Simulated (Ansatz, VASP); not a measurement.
Two plane-wave programs on SnO

Contents of INCAR:

```
ALGO     = Normal         # electronic algorithm
EDIFF    = 1E-7           # SCF threshold, eV
ENCUT    = 520            # plane-wave cutoff, eV
GGA      = PE             # functional
ISIF     = 2              # what is computed and relaxed
ISMEAR   = 0              # smearing method
IVDW     = 12             # dispersion correction
LASPH    = T              # aspherical terms in the spheres
LCHARG   = F              # write CHGCAR
LREAL    = F              # projectors in reciprocal space
LWAVE    = F              # write WAVECAR
NBANDS   = 28             # bands
NELM     = 60             # most SCF steps
PREC     = Accurate       # precision mode
SIGMA    = 0.15           # smearing width, eV
```

KPOINTS

```
k-points
0
Gamma
  12 12 10
```

Contents of POSCAR:

```
SnO
1.0
    3.8370963224      0.0000000000      0.0000000000
    0.0000000000      3.8370963224      0.0000000000
    0.0000000000      0.0000000000      4.7621285948
Sn O
2 2
Direct
    0.0276422608      0.5276422608      0.2432422113
    0.4723577392     -0.0276422608      0.7567577887
   -0.0037654053      0.0037654053      0.0000000000
    0.5037654053      0.4962345947      0.0000000000
```

Input for Ansatz:

```yaml
crystal:
  lattice:
    - [3.8370963224, 0.0, 0.0]
    - [0.0, 3.8370963224, 0.0]
    - [0.0, 0.0, 4.7621285948]
  atoms:
    - { symbol: Sn, position: [0.0276422608, 0.5276422608, 0.2432422113] }
    - { symbol: Sn, position: [0.4723577392, -0.0276422608, 0.7567577887] }
    - { symbol: O, position: [-0.0037654053, 0.0037654053, 0.0] }
    - { symbol: O, position: [0.5037654053, 0.4962345947, 0.0] }
basis:
  ecutwfc: 420
kpoints:
  mp_grid: { grid: [12, 12, 10] }
hamiltonian:
  xc: pbe
  dispersion: d3bj
scf:
  occupations: { method: gaussian, width: 0.15 }
output:
  forces: true
  stress: true
  eigenvalues: true
  write_density: true
  write_potential: true
  elf: true
  volumetric_format: npy
```

Change from the starting cell: mode 4 (110.2 1/cm) frozen in, largest displacement +0.150 Å.

Alike in both runs: task single point; functional PBE; dispersion D3(BJ); k mesh 12 × 12 × 10; occupations gaussian, width 0.15 eV; no spin polarisation.

|  | VASP | Ansatz |
| --- | --- | --- |
| version | VASP 6.6.1 | Ansatz 0.2.0 |
| potentials or method | VASP PAW PBE potentials, release 64 (Sn_d, O), cutoff 520 eV | scalar-relativistic, plane waves, PAW |
| valence electrons in the cell | 40 | 40 |

|  | VASP | Ansatz | Ansatz less VASP |
| --- | --- | --- | --- |
| gap on the k mesh at the Fermi level (eV) | none | none | - |
| pressure (GPa) | 1.2 | 1.0 | -0.23 |
| traceless stress, the component that is largest in VASP (GPa) | -2.35 | -2.25 | +0.099 |
| rms of the force components (eV/Å) | 0.359 | 0.340 | -0.0187 |

Atom by atom the forces differ by 0.036 eV/Å (rms over components). A gap of «none» marks a metal or a gap that the smearing closes.
